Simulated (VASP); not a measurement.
# Rh (Fm-3m) in VASP: a series of runs, part 2 of 2

VASP 6.6.1.

### 3 Single point, LDA (volume scaled by 0.98)

Input file INCAR:

```
PREC = Accurate
ENCUT = 520
EDIFF = 1E-6
ISMEAR = -1
SIGMA = 0.03
LREAL = F
LASPH = T
NELM = 60
ALGO = Normal
ISIF = 2
LWAVE = F
LCHARG = F
GGA = CA
NBANDS = 14
```

Input file KPOINTS:

```
regular mesh
0
Gamma
  16 16 16
```

Input file POSCAR:

```
Rh
1.0
    0.0000000000      1.8887875349      1.8887875349
    1.8887875349      0.0000000000      1.8887875349
    1.8887875349      1.8887875349      0.0000000000
Rh
1
Direct
    0.0000000000      0.0000000000      0.0000000000
```

Potentials or basis: VASP PAW LDA potentials, release 64 (Rh_pv).

The run is started by

```console
cat potpaw_LDA.64/Rh_pv/POTCAR > POTCAR
mpirun -np 1 vasp_std > vasp.out
```

OUTCAR:

```text
PREC = Accurate
   ENCUT = 520
   EDIFF = 1E-6
   ISMEAR = -1
   LREAL = F
   LASPH = T
   NELM = 60
   ISIF = 2
   GGA = CA

 ion  position               nearest neighbor table
   1  0.000  0.000  0.000-

  LATTYP: Found a face centered cubic cell.
 ALAT       =     3.7775750698

  Lattice vectors:

 A1 = (   0.0000000000,   1.8887875349,   1.8887875349)
 A2 = (   1.8887875349,   0.0000000000,   1.8887875349)
 A3 = (   1.8887875349,   1.8887875349,   0.0000000000)

Analysis of symmetry for initial positions (statically):
=====================================================================
 Subroutine PRICEL returns:
 Original cell was already a primitive cell.

 Routine SETGRP: Setting up the symmetry group for a
 face centered cubic supercell.

 Subroutine GETGRP returns: Found 48 space group operations
 (whereof 48 operations were pure point group operations)
 out of a pool of 48 trial point group operations.

The static configuration has the point symmetry O_h .

Analysis of symmetry for dynamics (positions and initial velocities):
=====================================================================
 Subroutine PRICEL returns:
 Original cell was already a primitive cell.

 Routine SETGRP: Setting up the symmetry group for a
 face centered cubic supercell.

 Subroutine GETGRP returns: Found 48 space group operations
 (whereof 48 operations were pure point group operations)
 out of a pool of 48 trial point group operations.

The dynamic configuration has the point symmetry O_h .

 Subroutine INISYM returns: Found 48 space group operations
 (whereof 48 operations are pure point group operations),
 and found     1 'primitive' translations

----------------------------------------------------------------------------------------

                                     Primitive cell

  volume of cell :      13.4766

  direct lattice vectors                    reciprocal lattice vectors
     0.000000000  1.888787535  1.888787535    -0.264720087  0.264720087  0.264720087
     1.888787535  0.000000000  1.888787535     0.264720087 -0.264720087  0.264720087
     1.888787535  1.888787535  0.000000000     0.264720087  0.264720087 -0.264720087

  length of vectors
     2.671148948  2.671148948  2.671148948     0.458508640  0.458508640  0.458508640

  position of ions in fractional coordinates (direct lattice)
     0.000000000  0.000000000  0.000000000

  ion indices of the primitive-cell ions
   primitive index   ion index
                 1           1

----------------------------------------------------------------------------------------

 KPOINTS: regular mesh

Automatic generation of k-mesh.
 Grid dimensions read from file:
 generate k-points for:   16   16   16

 Generating k-lattice:

  Cartesian coordinates                     Fractional coordinates (reciprocal lattice)
    -0.016545005  0.016545005  0.016545005     0.062500000  0.000000000  0.000000000
     0.016545005 -0.016545005  0.016545005     0.000000000  0.062500000  0.000000000
     0.016545005  0.016545005 -0.016545005     0.000000000  0.000000000  0.062500000

  Length of vectors
     0.028656790  0.028656790  0.028656790

  Shift w.r.t. Gamma in fractional coordinates (k-lattice)
     0.000000000  0.000000000  0.000000000

 Subroutine IBZKPT returns following result:
 ===========================================

 Found    145 irreducible k-points:

 Following reciprocal coordinates:
            Coordinates               Weight
  0.000000  0.000000  0.000000      1.000000
  0.062500  0.000000  0.000000      8.000000
  0.125000  0.000000  0.000000      8.000000
  0.187500  0.000000  0.000000      8.000000
  0.250000  0.000000  0.000000      8.000000
  0.312500  0.000000  0.000000      8.000000
[... 16 lines left out ...]
 -0.125000  0.062500  0.000000     24.000000
 -0.062500  0.062500  0.000000     12.000000
 [... further k-points ...]
   k-points           NKPTS =    145   k-points in BZ     NKDIM =    145   number of bands    NBANDS=     14
   number of dos      NEDOS =    301   number of ions     NIONS =      1
   total plane-waves  NPLWV =   8000
   dimension x,y,z NGX =    20 NGY =   20 NGZ =   20
   dimension x,y,z NGXF=    40 NGYF=   40 NGZF=   40
   ions per type =               1
   NGX,Y,Z   is equivalent  to a cutoff of  12.45, 12.45, 12.45 a.u.
   NGXF,Y,Z  is equivalent  to a cutoff of  24.90, 24.90, 24.90 a.u.
 SYSTEM =  unknown system
   PREC   = accura    normal or accurate (medium, high low for compatibility)
   ISTART =      0    job   : 0-new  1-cont  2-samecut
   ICHARG =      2    charge: 1-file 2-atom 10-const
   ISPIN  =      1    spin polarized calculation?
   LNONCOLLINEAR =      F non collinear calculations
   LSORBIT =      F    spin-orbit coupling
   LASPH  =      T    aspherical Exc in radial PAW
   ENCUT  =  520.0 eV  38.22 Ry    6.18 a.u.   4.97  4.97  4.97*2*pi/ulx,y,z
   NELM   =     60;   NELMIN=  2; NELMDL= -5     # of ELM steps
   EDIFF  = 0.1E-05   stopping-criterion for ELM
   LREAL  =      F    real-space projection
   EDIFFG = 0.1E-04   stopping-criterion for IOM
   NSW    =      0    number of steps for IOM
   IBRION =     -1    ionic relax: 0-MD 1-quasi-New 2-CG
   NFREE  =      0    steps in history (QN), initial steepest desc. (CG)
   ISIF   =      2    stress and relaxation
   ISYM   =      2    0-nonsym 1-usesym 2-fastsym
   POTIM  = 0.5000    time-step for ionic-motion
   TEBEG  =    0.0;   TEEND  =   0.0 temperature during run
   PSTRESS=    0.0 pullay stress
   NELECT =      15.0000    total number of electrons
   NUPDOWN=      -1.0000    fix difference up-down
   EMIN   =  10.00;   EMAX   =-10.00  energy-range for DOS
   EFERMI =   0.00;   METHOD = LEGACY
   ISMEAR =    -1;   SIGMA  =   0.03  broadening in eV -4-tet -1-fermi 0-gaus
   EFERMI_NEDOS =   21; number of points for ismear=-14 and -15
   IALGO  =     38    algorithm
   IMIX   =      4    mixing-type and parameters
     AMIX     =   0.40;   BMIX     =  1.00
     AMIX_MAG =   1.60;   BMIX_MAG =  1.00
  volume/ion in A,a.u.               =      13.48        90.94
  Fermi-wavevector in a.u.,A,eV,Ry     =   1.696597  3.206104 39.163594  2.878443
  Thomas-Fermi vector in A             =   2.777431
   LORBIT       =      0    0 simple, 1 ext, 2 COOP (PROOUT), +10 PAW based schemes
   GGA     = CA    functional components
   LHFCALC =     F    Hartree Fock is set to
   AEXX    =    0.0000 exact exchange contribution
   IVDW    =     0    specifies the selected vdW correction
   LEPSILON=     F    determine dielectric tensor
   LRPA    =     F    only Hartree local field effects (RPA)
 non-spin polarized calculation
  energy-cutoff  :      520.00
  volume of cell :       13.48
 maximum number of plane-waves:       380
   NGX =  9   NGY =  9   NGZ =  9

 number of electron      15.0000006 magnetization

 Free energy of the ion-electron system (eV)
  ---------------------------------------------------
  ext. energy  EPLUGINS =         0.00000000
  ---------------------------------------------------
  free energy    TOTEN  =        -8.68146357 eV

  energy without entropy =       -8.67707205  energy(sigma->0) =       -8.67926781

 E-fermi :  12.0728     XC(G=0): -14.4790

 val. band max:       12.0695155383   @ k =  -0.3750   0.2500   0.0000
 cond. band min:      12.0756408313   @ k =   0.3125   0.2500   0.0000
 fundamental gap:      0.0061252930
 Fermi energy:        12.0727558311

 k-point     1 :       0.0000    0.0000    0.0000
  band No.  band energies     occupation
      1     -34.1128      2.00000
      2     -34.1128      2.00000
      3     -34.1128      2.00000
      4       3.9057      2.00000
      5       8.8778      2.00000
      6       8.8778      2.00000
      7       8.8778      2.00000
      8      11.0724      2.00000
      9      11.0724      2.00000
     10      28.0145      0.00000
     11      32.3808      0.00000
     12      33.5347      0.00000
     13      33.5347      0.00000
     14      33.5347      0.00000

 k-point     2 :       0.0625    0.0000    0.0000
  band No.  band energies     occupation
      1     -34.1444      2.00000
      2     -34.1170      2.00000
      3     -34.1170      2.00000
      4       4.0666      2.00000
      5       8.8054      2.00000
      6       8.9414      2.00000
      7       8.9414      2.00000
      8      11.0361      2.00000
      9      11.0361      2.00000
     10      28.2536      0.00000
[... 362 lines left out ...]
 k-point    24 :      -0.0625    0.0625    0.0000
  band No.  band energies     occupation
      1     -34.1886      2.00000
      2     -34.1356      2.00000
      3     -34.1186      2.00000
      4       4.3267      2.00000
      5       8.6701      2.00000
      6       9.0287      2.00000
      7       9.0787      2.00000
      8      10.8760      2.00000
      9      11.0976      2.00000
     10      28.6266      0.00000
     11      31.8721      0.00000
     12      32.3842      0.00000
     13      33.6130      0.00000
     14      34.4165      0.00000

 [... further k-points ...]
[... 5 lines left out ...]
  --------------------------------------------------------------------------------------
  -------------------------------------------------------------------------------------
  Total       -0.4070500     -0.4070500     -0.4070500      0.0000000      0.0000000      0.0000000
  in kB      -48.3926096    -48.3926096    -48.3926096      0.0000000      0.0000000      0.0000000
  external PRESSURE =     -48.3926096 kB  Pullay stress =       0.0000000 kB

 VOLUME and BASIS-vectors are now :
 -----------------------------------------------------------------------------
  energy-cutoff  :      520.00
  volume of cell :       13.48
      direct lattice vectors                 reciprocal lattice vectors
     0.000000000  1.888787535  1.888787535    -0.264720087  0.264720087  0.264720087
     1.888787535  0.000000000  1.888787535     0.264720087 -0.264720087  0.264720087
     1.888787535  1.888787535  0.000000000     0.264720087  0.264720087 -0.264720087

 POSITION                                       TOTAL-FORCE (eV/Angst)
 -----------------------------------------------------------------------------------
      0.00000      0.00000      0.00000         0.000000     -0.000000      0.000000
 -----------------------------------------------------------------------------------
    total drift:                                0.000000      0.000000     -0.000000

  FREE ENERGIE OF THE ION-ELECTRON SYSTEM (eV)
  ---------------------------------------------------
  free  energy   TOTEN  =        -8.6814635727 eV

  energy  without entropy=       -8.6770720511  energy(sigma->0) =       -8.67926781
```

It took 11 s on 1 thread of Intel Xeon Platinum 8559C (Emerald Rapids), shared host; peak memory 0.14 GiB.

What came out:

```yaml
Free_energy: -8.6815 eV
Pressure: -4.8 GPa
```

### 4 Single point, LDA (volume scaled by 0.99)

Input file INCAR:

```
ALGO     = Normal         # electronic algorithm
EDIFF    = 1E-6           # SCF threshold, eV
ENCUT    = 520            # plane-wave cutoff, eV
GGA      = CA             # functional
ISIF     = 2              # what is computed and relaxed
ISMEAR   = -1             # smearing method
LASPH    = True           # aspherical terms in the spheres
LCHARG   = False          # write CHGCAR
LREAL    = False          # projectors in reciprocal space
LWAVE    = False          # write WAVECAR
NBANDS   = 14             # bands
NELM     = 60             # most SCF steps
PREC     = Accurate       # precision mode
SIGMA    = 0.03           # smearing width, eV
```

Input file KPOINTS:

```
k-points
0
Gamma
  16 16 16
```

Input file POSCAR:

```
Rh
1.0
    0.0000000000      1.8951902535      1.8951902535
    1.8951902535      0.0000000000      1.8951902535
    1.8951902535      1.8951902535      0.0000000000
Rh
1
Direct
    0.0000000000      0.0000000000      0.0000000000
```

Potentials or basis: VASP PAW LDA potentials, release 64 (Rh_pv).

The run is started by

```console
cat potpaw_LDA.64/Rh_pv/POTCAR > POTCAR
mpirun -np 1 vasp_std > vasp.out
```

OUTCAR:

```text
EDIFF = 1E-6
   ENCUT = 520
   GGA = CA
   ISIF = 2
   ISMEAR = -1
   LASPH = True
   LREAL = False
   NELM = 60
   PREC = Accurate

 ion  position               nearest neighbor table
   1  0.000  0.000  0.000-

  LATTYP: Found a face centered cubic cell.
 ALAT       =     3.7903805070

  Lattice vectors:

 A1 = (   0.0000000000,   1.8951902535,   1.8951902535)
 A2 = (   1.8951902535,   0.0000000000,   1.8951902535)
 A3 = (   1.8951902535,   1.8951902535,   0.0000000000)

Analysis of symmetry for initial positions (statically):
[... 578 lines left out ...]
      9      10.9214      2.00000
     10      28.4331      0.00000
     11      31.6354      0.00000
     12      32.2197      0.00000
     13      33.3608      0.00000
     14      34.1666      0.00000

 [... further k-points ...]
[... 5 lines left out ...]
  --------------------------------------------------------------------------------------
  -------------------------------------------------------------------------------------
  Total       -0.6558030     -0.6558030     -0.6558030      0.0000000      0.0000000      0.0000000
  in kB      -77.1783557    -77.1783557    -77.1783557      0.0000000      0.0000000      0.0000000
  external PRESSURE =     -77.1783557 kB  Pullay stress =       0.0000000 kB

 VOLUME and BASIS-vectors are now :
 -----------------------------------------------------------------------------
  energy-cutoff  :      520.00
  volume of cell :       13.61
      direct lattice vectors                 reciprocal lattice vectors
     0.000000000  1.895190254  1.895190254    -0.263825755  0.263825755  0.263825755
     1.895190254  0.000000000  1.895190254     0.263825755 -0.263825755  0.263825755
     1.895190254  1.895190254  0.000000000     0.263825755  0.263825755 -0.263825755

 POSITION                                       TOTAL-FORCE (eV/Angst)
 -----------------------------------------------------------------------------------
      0.00000      0.00000      0.00000        -0.000000     -0.000000      0.000000
 -----------------------------------------------------------------------------------
    total drift:                                0.000000      0.000000      0.000000

  FREE ENERGIE OF THE ION-ELECTRON SYSTEM (eV)
  ---------------------------------------------------
  free  energy   TOTEN  =        -8.6761607746 eV

  energy  without entropy=       -8.6717101484  energy(sigma->0) =       -8.67393546
```

OSZICAR:

```text
N       E                     dE             d eps       ncg     rms          rms(c)
DAV:   1     0.120814776817E+03    0.12081E+03   -0.87379E+03  4086   0.115E+03
DAV:   2    -0.764210542435E+01   -0.12846E+03   -0.12303E+03  4498   0.344E+02
DAV:   3    -0.924221999787E+01   -0.16001E+01   -0.15972E+01  4870   0.422E+01
DAV:   4    -0.924809457576E+01   -0.58746E-02   -0.58744E-02  4636   0.262E+00
DAV:   5    -0.924814600089E+01   -0.51425E-04   -0.51423E-04  4798   0.217E-01    0.109E+01
DAV:   6    -0.870166953410E+01    0.54648E+00   -0.92516E-01  4264   0.132E+01    0.359E+00
DAV:   7    -0.868134469534E+01    0.20325E-01   -0.16190E-02  4588   0.151E+00    0.171E+00
DAV:   8    -0.867634414944E+01    0.50005E-02   -0.50360E-03  4366   0.993E-01    0.199E-01
DAV:   9    -0.867615471725E+01    0.18943E-03   -0.26594E-04  4318   0.233E-01    0.433E-02
DAV:  10    -0.867616095075E+01   -0.62335E-05   -0.32695E-06  4518   0.210E-02    0.463E-03
DAV:  11    -0.867616077459E+01    0.17616E-06   -0.56165E-07  2198   0.103E-02
   1 F= -.86761608E+01 E0= -.86739355E+01  d E =-.445063E-02
```

stdout:

```text
POSCAR found type information on POSCAR Rh
 POSCAR found :  1 types and       1 ions
 scaLAPACK will be used
 LDA part: xc-table for (Slater(with rela. corr.)+CA(PZ))
 , standard interpolation
 POSCAR, INCAR and KPOINTS ok, starting setup
 FFT: planning ... GRIDC
 FFT: planning ... GRID_SOFT
 FFT: planning ... GRID
 WAVECAR not read
 entering main loop
```

Run time: 16 s. Hardware: 1 thread of Intel Xeon Platinum 8559C (Emerald Rapids), shared host; peak memory 0.14 GiB.

What came out:

- Free energy: -8.6762 eV
- Pressure: -7.7 GPa

Levels at points of the mesh, in eV from the Fermi level:
| k point | band 5 | band 6 | band 7 | band 8 | band 9 | band 10 |
| --- | --- | --- | --- | --- | --- | --- |
| (0.00, 0.00, 0.00) | -3.15 | -3.15 | -3.15 | -0.99 | -0.99 | 15.95 |
| (0.50, 0.00, 0.00) | -3.21 | -3.21 | 0.60 | 0.60 | 0.69 | 8.70 |
| (0.50, 0.50, 0.00) | -6.06 | 0.59 | 1.02 | 1.02 | 3.22 | 12.38 |

### 5 The runs side by side

| cell | gap on the mesh (eV) | pressure (GPa) |
| --- | --- | --- |
| a = 2.689 Å, angles 60.0°, 1 atom | none | -10.4 |
| a = 2.671 Å, angles 60.0°, 1 atom | none | -4.8 |
| a = 2.680 Å, angles 60.0°, 1 atom | none | -7.7 |

Alike in all rows: task single point; level LDA; potentials or basis VASP PAW LDA potentials, release 64 (Rh_pv); no spin polarisation; k mesh 16 × 16 × 16; cutoff (eV) 520; smearing fermi-dirac 0.03 eV.

Absolute energies hang on the potentials; compare differences alone.
